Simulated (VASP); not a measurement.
GaN: single point with LDA

System: GaN, a slab with vacuum.

```xyz
14
Lattice="3.1504 0.0000 0.0000 0.0000 4.4554 0.0000 0.0000 0.0000 24.4513" Properties=species:S:1:pos:R:3 pbc="T T T"
Ga    1.5752    2.2277    7.5000
Ga    0.0000    0.0000    9.0752
Ga    1.5752    2.2277   10.6504
Ga    0.0000    0.0000   12.2257
Ga    1.5752    2.2277   13.8009
Ga    0.0000    0.0000   15.3761
Ga    1.5752    2.2277   16.9513
N     0.0000    3.3416    7.5000
N     1.5752    1.1139    9.0752
N     0.0000    3.3416   10.6504
N     1.5752    1.1139   12.2257
N     0.0000    3.3416   13.8009
N     1.5752    1.1139   15.3761
N     0.0000    3.3416   16.9513
```

* Program: VASP 6.6.1
* Task: single point
* Functional: LDA
* Potentials or basis: VASP PAW LDA potentials, release 64 (Ga_d, N)
* Cutoff: 520 eV
* k mesh: 8 × 6 × 1
* Occupations: gaussian, width 0.05 eV
* Spin: no spin polarisation

```
Largest force          : 2.865 eV/Å
Band gap on the k mesh : 0.83 eV (least direct gap 0.94 eV)
```

Forces on the atoms (eV/Å):
```
Ga   0.000  2.499  1.400
Ga   0.000 -0.455 -0.545
Ga   0.000  0.322 -0.005
Ga   0.000 -0.161  0.000
Ga   0.000  0.322  0.005
Ga   0.000 -0.455  0.545
Ga   0.000  2.499 -1.400
N    0.000 -1.575 -0.740
N    0.000 -0.645 -0.427
N    0.000 -0.046  0.257
N    0.000 -0.039  0.000
N    0.000 -0.046 -0.257
N    0.000 -0.645  0.427
N    0.000 -1.575  0.740
```

Levels at points of the mesh, in eV from the valence-band top:
```
           k point  band 61  band 62  band 63  band 64  band 65  band 66
(0.00, 0.00, 0.00)    -0.13    -0.11    -0.11     0.83     1.49     3.20
(0.50, 0.00, 0.00)    -1.84    -0.16    -0.02     2.16     2.30     3.32
(0.00, 0.50, 0.00)    -0.57    -0.30    -0.23     1.93     1.98     4.60
(0.50, 0.50, 0.00)    -1.46    -0.24     0.00     1.96     2.16     5.26
```

Wall time 36 min on 1 thread of Intel Xeon 8259CL (shared host), peak memory 0.55 GiB.
